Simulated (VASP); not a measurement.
GaN:

```
Ga N
1.0
     0.00000    2.10852    2.10852
     2.10852    0.00000    2.10852
     2.10852    2.10852    0.00000
Ga N
1 1
Direct
  0.00000 0.00000 0.00000
  0.50000 0.50000 0.50000
```

Program: VASP 6.6.1. Alike in all runs: task single point; potentials or basis VASP PAW PBE potentials, release 64 (Ga_d, N); no spin polarisation; cell as given; k mesh 6 × 6 × 6; cutoff (eV) 520; smearing gaussian 0.01 eV.

Task: Order these runs on this cell by their pressure, lowest first.
A. level PBE0; grid for exact exchange (PRECFOCK) Normal; share of exact exchange 0.25
B. level PBE
C. level r2SCAN

Result: A (-0.7 GPa), C (1.2 GPa), B (8.9 GPa).

Caveats: all runs use coarse meshes; the structure was generated, so it needn't be the stable form of GaN; the PAW data sets were made with another functional, which shifts forces and pressure a little (at least some runs).
